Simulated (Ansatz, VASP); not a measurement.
# BiTe: VASP beside Ansatz

```
Bi Te
1.0
     2.39925    1.38521    3.30694
    -2.39925    1.38521    3.30694
     0.00000   -2.77041    3.30694
Bi Te
1 1
Direct
  0.50000 0.50000 0.50000
  0.00000 0.00000 0.00000
```

Change from the starting cell: strain +0.0350 x Voigt [0, 0, 1, 0, 0, 0], atoms carried along.

Alike in both runs: task single point; functional PBEsol; k mesh 18 × 18 × 18; occupations gaussian, width 0.15 eV; no spin polarisation.

```csv
,VASP,Ansatz
version,VASP 6.6.1,Ansatz 0.2.0
potentials or method,"VASP PAW PBE potentials, release 64 (Bi_d, Te), cutoff 520 eV","scalar-relativistic, plane waves, PAW"
valence electrons in the cell,21,31
```

|  | VASP | Ansatz | Ansatz less VASP |
| --- | --- | --- | --- |
| gap on the k mesh at the Fermi level (eV) | none | none | - |
| pressure (GPa) | -1.4 | -1.4 | +0.02 |
| traceless stress, the component that is largest in VASP (GPa) | -0.08 | -0.08 | +0.003 |

VASP's potentials were made for PBE, not for PBEsol. A gap of «none» marks a metal or a gap that the smearing closes. With one functional, cell and mesh, what is left measures potentials, basis and numerics. VASP's potentials hold 21 valence electrons a cell and Ansatz's 31, so a difference there can come from the potentials and not from the codes.

Neither program's run includes spin-orbit coupling.
